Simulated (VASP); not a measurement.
Set up this calculation in VASP 6.6.1, as the native input.

| Item | Value |
| --- | --- |
| Task | single point |
| Functional | PBE |
| Potentials or basis | VASP PAW PBE potentials, release 64 (Nb_sv, Pb_d) |
| Cutoff | 520 eV |
| k mesh | 6 × 6 × 6 |
| Occupations | fermi-dirac, width 0.1 eV |
| Spin | no spin polarisation |
| Dipole correction | no |
| Further INCAR settings | ALGO = Normal; EDIFF = 1e-06; NBANDS = 63 |

The structure of Nb3Pb lies in POSCAR:

```
Nb3Pb
1.0
    5.3715168144      0.0000000000      0.0000000000
    0.0000000000      5.3715168144      0.0000000000
    0.0000000000      0.0000000000      5.3715168144
Nb Pb
6 2
Direct
    0.2500000000      0.0000000000      0.5000000000
    0.5000000000      0.7500000000      0.0000000000
    0.7500000000      0.0000000000      0.5000000000
    0.5000000000      0.2500000000      0.0000000000
    0.0000000000      0.5000000000      0.7500000000
    0.0000000000      0.5000000000      0.2500000000
    0.0000000000      0.0000000000      0.0000000000
    0.5000000000      0.5000000000      0.5000000000
```

These files were run (other wordings do the same):

INCAR

```
SYSTEM = Nb3Pb
ALGO     = Normal         ! electronic algorithm
EDIFF    = 1E-6           ! SCF threshold, eV
ENCUT    = 520            ! plane-wave cutoff, eV
GGA      = PE             ! functional
ISIF     = 2              ! what is computed and relaxed
ISMEAR   = -1             ! smearing method
LASPH    = .TRUE.         ! aspherical terms in the spheres
LCHARG   = .TRUE.         ! write CHGCAR
LELF     = .TRUE.         ! ELF
LREAL    = .FALSE.        ! projectors in reciprocal space
LVHAR    = .TRUE.       
LWAVE    = .FALSE.        ! write WAVECAR
NBANDS   = 63             ! bands
NELM     = 80             ! most SCF steps
PREC     = Accurate       ! precision mode
SIGMA    = 0.1            ! smearing width, eV
```

KPOINTS

```
k-points
0
G
  6 6 6
  0 0 0
```

Potentials or basis: VASP PAW PBE potentials, release 64 (Nb_sv, Pb_d).

The run is started by

```console
$ cat potpaw_PBE.64/Nb_sv/POTCAR potpaw_PBE.64/Pb_d/POTCAR > POTCAR
$ mpirun -np 1 vasp_std > vasp.out
```

It gave:

The pressure is -0.2 GPa. The band gap on the k mesh is zero (bands 53 and 54 overlap by 0.60 eV).

Caveat: spin-orbit coupling is left out, which moves the levels of the heavy elements.

Wall time 120 s on 1 thread of Intel(R) Xeon(R) 6975P-C (Granite Rapids) (shared host), peak memory 0.32 GiB.
